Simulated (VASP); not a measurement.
Set up this calculation in VASP 6.6.1, as the native input.

```
Task                   : single point
Functional             : PBE
Potentials or basis    : VASP PAW PBE potentials, release 64 (As)
Cutoff                 : 520 eV
k mesh                 : 6 × 6 × 6
Occupations            : fermi-dirac, width 0.1 eV
Spin                   : no spin polarisation
Dipole correction      : no
Further INCAR settings : ALGO = Normal; EDIFF = 1e-06; NBANDS = 12
```

The structure of As lies in POSCAR:

```
As
1.0
    1.8807968987      1.0858785957      3.5140619945
   -1.8807968987      1.0858785957      3.5140619945
    0.0000000000     -2.1717571915      3.5140619945
As
2
Direct
    0.2118200000      0.2247440000      0.2328240000
    0.7755240000      0.7755010000      0.7681290000
```

These files were run (other wordings do the same):

INCAR

```
PREC = Accurate
ENCUT = 520
EDIFF = 1E-6
ISMEAR = -1
SIGMA = 0.1
LREAL = F
LASPH = T
NELM = 80
ALGO = Normal
ISIF = 2
LWAVE = F
LCHARG = F
GGA = PE
NBANDS = 12
```

KPOINTS

```
regular mesh
0
Gamma
  6 6 6
```

Potentials or basis: VASP PAW PBE potentials, release 64 (As).

The run is started by

```bash
$ cat potpaw_PBE.64/As/POTCAR > POTCAR
$ mpirun -np 1 vasp_std > vasp.out
```

Results of the run:

```json
{
 "Pressure": "4.5 GPa",
 "Largest force": "0.694 eV/Å",
 "Band gap on the k mesh": "zero (band 5 reaches 5.53 eV, above the bottom of band 6 at 5.11 eV)"
}
```

Run time: 17 s on 1 thread of Intel(R) Xeon(R) 6975P-C (Granite Rapids), with other jobs on the host, peak memory 0.2 GiB.
